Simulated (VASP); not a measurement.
# Si2MoN4 in VASP: single point with PBE+D3(BJ)

Aim: the single point of Si2MoN4 with PBE+D3(BJ).

Program: VASP 6.6.1. These are calculated values, not measurements. Logs are shortened: lines on timing, memory, paths and dates and some standing lists are left out, and cuts for length are marked.

## (1) The cell of the first run

The cell holds a sheet with vacuum, 7 atoms: a = 2.894 Å, b = 2.894 Å, c = 37.800 Å, α = 90.00°, β = 90.00°, γ = 120.00°.

## (2) Single point, PBE+D3(BJ)

The input, INCAR:

```
SYSTEM = Si2MoN4
PREC     = Accurate       ! precision mode
ENCUT    = 520            ! plane-wave cutoff, eV
EDIFF    = 1E-6           ! SCF threshold, eV
ISMEAR   = 0              ! smearing method
SIGMA    = 0.03           ! smearing width, eV
LREAL    = .False.        ! projectors in reciprocal space
LASPH    = .True.         ! aspherical terms in the spheres
NELM     = 120            ! most SCF steps
ALGO     = Normal         ! electronic algorithm
ISIF     = 2              ! what is computed and relaxed
LWAVE    = .False.        ! write WAVECAR
LCHARG   = .False.        ! write CHGCAR
LDIPOL   = .True.       
IDIPOL   = 3            
DIPOL    = 0.5 0.5 0.278
GGA      = PE             ! functional
IVDW     = 12             ! dispersion correction
NBANDS   = 30             ! bands
GGA_COMPAT= .False.      
NELMDL   = -8
```

The input, KPOINTS:

```
regular mesh
0
Gamma
  18 18 1
  0 0 0
```

The input, POSCAR:

```
Si2MoN4
1.0
    2.8939869396      0.0000000000      0.0000000000
   -1.4469934698      2.5062662079      0.0000000000
    0.0000000000      0.0000000000     37.8000000028
N Si Mo
4 2 1
Direct
    0.3333333333      0.6666666667      0.1853470995
    0.6666666667      0.3333333333      0.2448895116
    0.6666666667      0.3333333333      0.3106660439
    0.3333333333      0.6666666667      0.3702084560
    0.6666666667      0.3333333333      0.1988565556
    0.6666666667      0.3333333333      0.3566989999
    0.0000000000      0.0000000000      0.2777777778
```

Potentials or basis: VASP PAW PBE potentials, release 64 (N, Si, Mo_sv).

Started as:

```
$ cat potpaw_PBE.64/N/POTCAR potpaw_PBE.64/Si/POTCAR potpaw_PBE.64/Mo_sv/POTCAR > POTCAR
$ mpirun -np 1 vasp_std > vasp.out
```

OUTCAR:

```text
SYSTEM = Si2MoN4
   PREC = Accurate
   ENCUT = 520
   EDIFF = 1E-6
   ISMEAR = 0
   LREAL = .False.
   LASPH = .True.
   NELM = 120
   ISIF = 2
   GGA = PE
   IVDW = 12
   NELMDL = -8
 IVDW          = 12

 ion  position               nearest neighbor table
   1  0.333  0.667  0.185-   5 1.75   5 1.75   5 1.75
   2  0.667  0.333  0.245-   5 1.74   7 2.08   7 2.08   7 2.08
   3  0.667  0.333  0.311-   6 1.74   7 2.08   7 2.08   7 2.08
   4  0.333  0.667  0.370-   6 1.75   6 1.75   6 1.75
   5  0.667  0.333  0.199-   2 1.74   1 1.75   1 1.75   1 1.75
   6  0.667  0.333  0.357-   3 1.74   4 1.75   4 1.75   4 1.75
   7  0.000  0.000  0.278-   3 2.08   3 2.08   3 2.08   2 2.08   2 2.08   2 2.08

  LATTYP: Found a hexagonal cell.
 ALAT       =     2.8939869396
 C/A-ratio  =    13.0615655121

  Lattice vectors:

 A1 = (   2.8939869396,   0.0000000000,   0.0000000000)
 A2 = (  -1.4469934698,   2.5062662079,   0.0000000000)
 A3 = (   0.0000000000,   0.0000000000,  37.8000000028)

Analysis of symmetry for initial positions (statically):
=====================================================================
 Subroutine PRICEL returns:
 Original cell was already a primitive cell.

 Routine SETGRP: Setting up the symmetry group for a
 hexagonal supercell.

 Subroutine GETGRP returns: Found 12 space group operations
 (whereof  6 operations were pure point group operations)
 out of a pool of 24 trial point group operations.

The static configuration has the point symmetry C_3v.
 The point group associated with its full space group is D_3h.

Analysis of symmetry for dynamics (positions and initial velocities):
=====================================================================
 Subroutine PRICEL returns:
 Original cell was already a primitive cell.

 Routine SETGRP: Setting up the symmetry group for a
 hexagonal supercell.

 Subroutine GETGRP returns: Found 12 space group operations
 (whereof  6 operations were pure point group operations)
 out of a pool of 24 trial point group operations.

The dynamic configuration has the point symmetry C_3v.
 The point group associated with its full space group is D_3h.

 Subroutine INISYM returns: Found 12 space group operations
 (whereof  6 operations are pure point group operations),
 and found     1 'primitive' translations

----------------------------------------------------------------------------------------

                                     Primitive cell

  volume of cell :     274.1672

  direct lattice vectors                    reciprocal lattice vectors
     2.893986940  0.000000000  0.000000000     0.345544061  0.199499957  0.000000000
    -1.446993470  2.506266208  0.000000000     0.000000000  0.398999913  0.000000000
     0.000000000  0.000000000 37.800000003     0.000000000  0.000000000  0.026455026

  length of vectors
     2.893986940  2.893986940 37.800000003     0.398999913  0.398999913  0.026455026

  position of ions in fractional coordinates (direct lattice)
     0.333333333  0.666666667  0.185347099
     0.666666667  0.333333333  0.244889512
     0.666666667  0.333333333  0.310666044
     0.333333333  0.666666667  0.370208456
     0.666666667  0.333333333  0.198856556
     0.666666667  0.333333333  0.356699000
     0.000000000  0.000000000  0.277777778

  ion indices of the primitive-cell ions
   primitive index   ion index
                 1           1
                 2           2
                 3           3
                 4           4
                 5           5
                 6           6
                 7           7

----------------------------------------------------------------------------------------

 KPOINTS: regular mesh

Automatic generation of k-mesh.
 Grid dimensions read from file:
 generate k-points for:   18   18    1

 Generating k-lattice:

  Cartesian coordinates                     Fractional coordinates (reciprocal lattice)
     0.019196892  0.011083331  0.000000000     0.055555556 -0.000000000  0.000000000
     0.000000000  0.022166662  0.000000000     0.000000000  0.055555556  0.000000000
     0.000000000  0.000000000  0.026455026     0.000000000  0.000000000  1.000000000

  Length of vectors
     0.022166662  0.022166662  0.026455026

  Shift w.r.t. Gamma in fractional coordinates (k-lattice)
     0.000000000  0.000000000  0.000000000

 Subroutine IBZKPT returns following result:
 ===========================================

 Found     37 irreducible k-points:

 Following reciprocal coordinates:
            Coordinates               Weight
  0.000000  0.000000  0.000000      1.000000
  0.055556  0.000000  0.000000      6.000000
  0.111111  0.000000  0.000000      6.000000
  0.166667 -0.000000  0.000000      6.000000
  0.222222  0.000000  0.000000      6.000000
  0.277778 -0.000000  0.000000      6.000000
[... 16 lines left out ...]
  0.333333  0.111111  0.000000     12.000000
  0.388889  0.111111  0.000000     12.000000
 [... further k-points ...]
   k-points           NKPTS =     37   k-points in BZ     NKDIM =     37   number of bands    NBANDS=     30
   number of dos      NEDOS =    301   number of ions     NIONS =      7
   total plane-waves  NPLWV = 165888
   dimension x,y,z NGX =    24 NGY =   24 NGZ =  288
   dimension x,y,z NGXF=    48 NGYF=   48 NGZF=  576
   ions per type =               4   2   1
   NGX,Y,Z   is equivalent  to a cutoff of  13.79, 13.79, 12.67 a.u.
   NGXF,Y,Z  is equivalent  to a cutoff of  27.57, 27.57, 25.33 a.u.
 SYSTEM =  Si2MoN4
   PREC   = accura    normal or accurate (medium, high low for compatibility)
   ISTART =      0    job   : 0-new  1-cont  2-samecut
   ICHARG =      2    charge: 1-file 2-atom 10-const
   ISPIN  =      1    spin polarized calculation?
   LNONCOLLINEAR =      F non collinear calculations
   LSORBIT =      F    spin-orbit coupling
   LASPH  =      T    aspherical Exc in radial PAW
   ENCUT  =  520.0 eV  38.22 Ry    6.18 a.u.   5.38  5.38 70.28*2*pi/ulx,y,z
   NELM   =    120;   NELMIN=  2; NELMDL= -8     # of ELM steps
   EDIFF  = 0.1E-05   stopping-criterion for ELM
   LREAL  =      F    real-space projection
   EDIFFG = 0.1E-04   stopping-criterion for IOM
   NSW    =      0    number of steps for IOM
   IBRION =     -1    ionic relax: 0-MD 1-quasi-New 2-CG
   NFREE  =      0    steps in history (QN), initial steepest desc. (CG)
   ISIF   =      2    stress and relaxation
   ISYM   =      2    0-nonsym 1-usesym 2-fastsym
   POTIM  = 0.5000    time-step for ionic-motion
   TEBEG  =    0.0;   TEEND  =   0.0 temperature during run
   PSTRESS=    0.0 pullay stress
   NELECT =      42.0000    total number of electrons
   NUPDOWN=      -1.0000    fix difference up-down
   EMIN   =  10.00;   EMAX   =-10.00  energy-range for DOS
   EFERMI =   0.00;   METHOD = LEGACY
   ISMEAR =     0;   SIGMA  =   0.03  broadening in eV -4-tet -1-fermi 0-gaus
   EFERMI_NEDOS =   21; number of points for ismear=-14 and -15
   IALGO  =     38    algorithm
   IMIX   =      4    mixing-type and parameters
     AMIX     =   0.40;   BMIX     =  1.00
     AMIX_MAG =   1.60;   BMIX_MAG =  1.00
  volume/ion in A,a.u.               =      39.17       264.31
  Fermi-wavevector in a.u.,A,eV,Ry     =   0.875964  1.655331 10.439917  0.767312
  Thomas-Fermi vector in A             =   1.995708
   LORBIT       =      0    0 simple, 1 ext, 2 COOP (PROOUT), +10 PAW based schemes
   GGA     = PE    functional components
   LHFCALC =     F    Hartree Fock is set to
   AEXX    =    0.0000 exact exchange contribution
   IVDW    =    12    specifies the selected vdW correction
   LEPSILON=     F    determine dielectric tensor
   LRPA    =     F    only Hartree local field effects (RPA)
 non-spin polarized calculation
 Gauss-broadening in eV      SIGMA  =   0.03
  energy-cutoff  :      520.00
  volume of cell :      274.17
 maximum number of plane-waves:      7497
 NGX is ok and might be reduce to    24
   NGX = 11   NGY = 11   NGZ =141

 number of electron      41.9999996 magnetization

 dipolmoment           0.000000      0.000000      0.000000 electrons x Angstroem

 Free energy of the ion-electron system (eV)
  ---------------------------------------------------
  ext. energy  EPLUGINS =         0.00000000
  ---------------------------------------------------
  free energy    TOTEN  =       -61.72047606 eV

  energy without entropy =      -61.72047606  energy(sigma->0) =      -61.72047606

 E-fermi :  -1.4150     XC(G=0):  -3.3264

 val. band max:       -1.7027334369   @ k =   0.0000   0.0000   0.0000
 cond. band min:       0.0819696985   @ k =   0.3333   0.3333   0.0000
 fundamental gap:      1.7847031354
 Fermi energy:        -1.4149994985

 k-point     1 :       0.0000    0.0000    0.0000
  band No.  band energies     occupation
      1     -63.0672      2.00000
      2     -37.1927      2.00000
      3     -36.7662      2.00000
      4     -36.7662      2.00000
      5     -20.5250      2.00000
      6     -20.4226      2.00000
[... 22 lines left out ...]
     29       3.5173      0.00000
     30       3.7365      0.00000

 k-point     2 :       0.0556    0.0000    0.0000
  band No.  band energies     occupation
      1     -63.0634      2.00000
      2     -37.1867      2.00000
      3     -36.7964      2.00000
      4     -36.7726      2.00000
      5     -20.4733      2.00000
      6     -20.3734      2.00000
[... 22 lines left out ...]
     29       3.6119      0.00000
     30       3.8140      0.00000

 k-point     3 :       0.1111    0.0000    0.0000
  band No.  band energies     occupation
      1     -63.0526      2.00000
      2     -37.1692      2.00000
      3     -36.8829      2.00000
      4     -36.7912      2.00000
      5     -20.3200      2.00000
      6     -20.2272      2.00000
[... 22 lines left out ...]
     29       3.8681      0.00000
     30       4.0433      0.00000

 k-point     4 :       0.1667   -0.0000    0.0000
  band No.  band energies     occupation
      1     -63.0360      2.00000
      2     -37.1423      2.00000
      3     -37.0134      2.00000
      4     -36.8195      2.00000
      5     -20.0705      2.00000
      6     -19.9889      2.00000
[... 22 lines left out ...]
     29       4.1306      0.00000
     30       4.3823      0.00000

 k-point     5 :       0.2222    0.0000    0.0000
  band No.  band energies     occupation
      1     -63.0155      2.00000
      2     -37.1706      2.00000
      3     -37.1092      2.00000
      4     -36.8539      2.00000
      5     -19.7345      2.00000
      6     -19.6679      2.00000
[... 22 lines left out ...]
     29       4.3372      0.00000
     30       4.8722      0.00000
[... 526 lines left out ...]
     29       4.8498      0.00000
     30       5.7266      0.00000

 k-point    22 :       0.2778    0.1111    0.0000
  band No.  band energies     occupation
      1     -62.9675      2.00000
      2     -37.4816      2.00000
      3     -37.0311      2.00000
      4     -36.9809      2.00000
      5     -18.7571      2.00000
      6     -18.7350      2.00000
[... 22 lines left out ...]
     29       5.3974      0.00000
     30       6.2856      0.00000

 k-point    23 :       0.3333    0.1111    0.0000
  band No.  band energies     occupation
      1     -62.9516      2.00000
      2     -37.5863      2.00000
      3     -37.0168      2.00000
      4     -37.0052      2.00000
      5     -18.3211      2.00000
      6     -18.3203      2.00000
[... 22 lines left out ...]
     29       5.8239      0.00000
     30       6.5653      0.00000

 k-point    24 :       0.3889    0.1111    0.0000
  band No.  band energies     occupation
      1     -62.9412      2.00000
      2     -37.6539      2.00000
      3     -37.0401      2.00000
      4     -36.9882      2.00000
      5     -17.9849      2.00000
      6     -17.9679      2.00000
[... 22 lines left out ...]
     29       6.0410      0.00000
     30       6.8880      0.00000

 [... further k-points ...]

------------------------ aborting loop because EDIFF is reached ----------------------------------------

 vacuum level on the upper side and lower side of the slab       (xc-potential included)        -0.007        -0.007

 Edisp (eV)   -1.85076

 E8    (eV) :    -0.7292

  FORCE on cell =-STRESS in cart. coord.  units (eV):
  Direction    XX          YY          ZZ          XY          YZ          ZX
  --------------------------------------------------------------------------------------
  -------------------------------------------------------------------------------------
  Total       0.02521     0.02521    -0.00466     0.00000     0.00000     0.00000
  in kB       0.14733     0.14733    -0.02721     0.00000     0.00000     0.00000
  external pressure =        0.09 kB  Pullay stress =        0.00 kB

 VOLUME and BASIS-vectors are now :
 -----------------------------------------------------------------------------
  energy-cutoff  :      520.00
  volume of cell :      274.17
      direct lattice vectors                 reciprocal lattice vectors
     2.893986940  0.000000000  0.000000000     0.345544061  0.199499957  0.000000000
    -1.446993470  2.506266208  0.000000000     0.000000000  0.398999913  0.000000000
     0.000000000  0.000000000 37.800000003     0.000000000  0.000000000  0.026455026

 POSITION                                       TOTAL-FORCE (eV/Angst)
 -----------------------------------------------------------------------------------
     -0.00000      1.67084      7.00612         0.000000     -0.000000      0.014710
      1.44699      0.83542      9.25682         0.000000      0.000000     -0.038260
      1.44699      0.83542     11.74318        -0.000000      0.000000      0.038260
     -0.00000      1.67084     13.99388         0.000000     -0.000000     -0.014710
      1.44699      0.83542      7.51678        -0.000000      0.000000     -0.012096
      1.44699      0.83542     13.48322        -0.000000      0.000000      0.012096
      0.00000      0.00000     10.50000        -0.000000      0.000000      0.000000
 -----------------------------------------------------------------------------------
    total drift:                                0.000000     -0.000000      0.000010

  FREE ENERGIE OF THE ION-ELECTRON SYSTEM (eV)
  ---------------------------------------------------
  free  energy   TOTEN  =       -63.5712393286 eV

  energy  without entropy=      -63.5712393286  energy(sigma->0) =      -63.57123933

 vacuum level on the upper side and lower side of the slab         3.678         3.678
```

It took 13 min on 1 thread of Oxide Virtual Turin-like, shared host; peak memory 0.55 GiB.

What came out:

| Quantity | Value |
| --- | --- |
| Free energy | -63.5712 eV |
| Largest force | 0.038 eV/Å |
| Band gap on the k mesh | 1.78 eV (least direct gap 2.10 eV) |
| Dispersion energy per atom | -0.264 eV |

Forces in eV/Å, atoms in the order of the input:
```
N    0.000  0.000  0.015
N    0.000  0.000 -0.038
N    0.000  0.000  0.038
N    0.000  0.000 -0.015
Si   0.000  0.000 -0.012
Si   0.000  0.000  0.012
Mo   0.000  0.000  0.000
```
